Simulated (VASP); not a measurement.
**PbSe: electric field gradients with PBEsol**

The system is PbSe.

```
CELL_PARAMETERS angstrom
-0.03062 3.04684 3.04684
3.04684 -0.03062 3.04684
3.04684 3.04684 -0.03062
ATOMIC_POSITIONS crystal
Pb 0.00000 0.00000 0.00000
Se 0.50000 0.50000 0.50000
```

This cell differs from its parent crystal: equal xy, yz and zx shear strains of -1 %.

| Quantity | Value |
| --- | --- |
| Program | VASP 6.6.1 |
| Task | electric field gradients |
| Functional | PBEsol |
| Potentials or basis | VASP PAW PBE potentials, release 64 (Pb_d, Se) |
| Cutoff | 520 eV |
| k mesh | 9 × 9 × 9 |
| Occupations | fermi-dirac, width 0.01 eV |
| Spin | no spin polarisation |
| Dipole correction | no |
| Further INCAR settings | ALGO = Normal; EDIFF = 1e-08; NBANDS = 17 |

| Property | Result |
| --- | --- |
| Pressure | -0.6 GPa |
| Band gap on the k mesh | 0.56 eV, indirect (least direct gap 0.63 eV) |

Stress tensor (GPa, compression positive):
```
-0.58  0.17  0.17
 0.17 -0.58  0.17
 0.17  0.17 -0.58
```

Levels at points of the mesh, in eV from the valence-band top:
| k point | band 8 | band 9 | band 10 | band 11 | band 12 | band 13 |
| --- | --- | --- | --- | --- | --- | --- |
| (0.00, 0.00, 0.00) | -1.72 | -1.72 | -1.60 | 4.84 | 4.87 | 4.87 |

Electric field gradients, principal values (V/Å²):
```
atom   least  middle  greatest (by size)
1 Pb  -1.051  -1.051               2.103
2 Se   3.397   3.397              -6.794
```

It took 22 s on 1 thread of Intel(R) Xeon(R) 6975P-C (Granite Rapids), on a shared host, peak memory 0.23 GiB.

Caveat: the cell differs from its parent crystal (equal xy, yz and zx shear strains of -1 %); without QUAD_EFG the Cq values of the log hold for a quadrupole moment of 1 mb, not for the nuclei; the PAW data sets were made with another functional, which shifts forces and pressure a little; spin-orbit coupling is left out, which moves the levels of the heavy elements. A k mesh can miss the band edges.
